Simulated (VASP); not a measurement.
A run of VASP 6.6.1:

Contents of INCAR:

```
  PREC = Accurate
  ENCUT = 600
  EDIFF = 1E-6
  ISMEAR = -1
  SIGMA = 0.1
  LREAL = F
  LASPH = T
  NELM = 100
  ALGO = Normal
  ISIF = 3
  LWAVE = F
  LCHARG = F
  GGA = PE
  IBRION = 2
  NSW = 60
  EDIFFG = -0.005
  PSTRESS = 340.0
```

File KPOINTS:

```
regular mesh
0
Gamma
  15 15 14
```

POSCAR

```
CoSi
1.0
    2.9514932650      0.0000000000      0.0000000000
   -1.4757466325      2.5560681466      0.0000000000
    0.0000000000      0.0000000000      2.8924633998
Co Si
1 1
Direct
    0.0000000000      0.0000000000      0.0000000000
    0.3333333333      0.6666666667      0.5000000000
```

Potentials or basis: VASP PAW PBE potentials, release 64 (Co, Si).

Command:

```sh
$ cat potpaw_PBE.64/Co/POTCAR potpaw_PBE.64/Si/POTCAR > POTCAR
$ mpirun -np 1 vasp_std > vasp.out
```

Hardware: 1 thread of AMD EPYC 9R45 96-Core Processor (Zen 5), on a shared host.

Problem. How long does it take, and how much memory?

Solution. Wall time 4.8 min on 1 thread of AMD EPYC 9R45 96-Core Processor (Zen 5), on a shared host, peak memory 0.18 GiB. Counts: scf iterations 127, k points 216, ion steps 18.
